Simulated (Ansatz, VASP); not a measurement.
# One calculation of Ge3Pd, two programs

Contents of INCAR:

```
SYSTEM = Ge3Pd
  PREC = Accurate
  ENCUT = 600
  EDIFF = 1E-7
  ISMEAR = 1
  SIGMA = 0.05
  LREAL = .FALSE.
  LASPH = .TRUE.
  NELM = 100
  ALGO = Normal
  ISIF = 3
  LWAVE = .FALSE.
  LCHARG = .FALSE.
  GGA = PE
  IBRION = 2
  NSW = 80
  EDIFFG = -0.01
```

File KPOINTS:

```
regular mesh
0
G
  5 5 5
  0 0 0
```

The input POSCAR:

```
Ge3Pd
1.0
    4.1420200000      0.0000000000      0.0000000000
    0.0000000000      4.1420200000      0.0000000000
    0.0000000000      0.0000000000      4.1420200000
Ge Pd
3 1
Direct
    0.0000000000      0.5000000000      0.5000000000
    0.5000000000      0.0000000000      0.5000000000
    0.5000000000      0.5000000000      0.0000000000
    0.0000000000      0.0000000000      0.0000000000
```

Input for Ansatz:

```yaml
crystal:
  lattice:
    - [4.14202, 0.0, 0.0]
    - [0.0, 4.14202, 0.0]
    - [0.0, 0.0, 4.14202]
  atoms:
    - { symbol: Ge, position: [0.0, 0.5, 0.5] }
    - { symbol: Ge, position: [0.5, 0.0, 0.5] }
    - { symbol: Ge, position: [0.5, 0.5, 0.0] }
    - { symbol: Pd, position: [0.0, 0.0, 0.0] }
kpoints:
  mp_grid:
    grid: [5, 5, 5]
    shift: [0.0, 0.0, 0.0]
hamiltonian:
  pseudopotentials:
    kind: paw
scf:
  occupations:
    method: cold
    width: 0.05
relax:
  cell: {}
```

Alike in both runs: task relaxation of cell and atoms; functional PBE; k mesh 5 × 5 × 5; no spin polarisation.

|  | VASP | Ansatz |
| --- | --- | --- |
| version | VASP 6.6.1 | Ansatz 0.2.0 |
| potentials or method | VASP PAW PBE potentials, release 64 (Ge_d, Pd) | plane waves, PAW |
| plane-wave cutoff (eV) | 600 | 420 |
| occupations | methfessel-paxton of order 1, width 0.05 eV | cold, width 0.05 eV |
| valence electrons in the cell | 52 | 60 |

Ansatz gave:

| Property | Result |
| --- | --- |
| relaxed volume (Å³/atom) | 17.71 |
| relaxed cell length with the largest relative difference (Å) | 4.137 |

Estimate VASP's values.

relaxed volume (Å³/atom): 17.72; relaxed cell length with the largest relative difference (Å): 4.138.

VASP's potentials hold 52 valence electrons a cell and Ansatz's 60, so a difference there can come from the potentials and not from the codes.
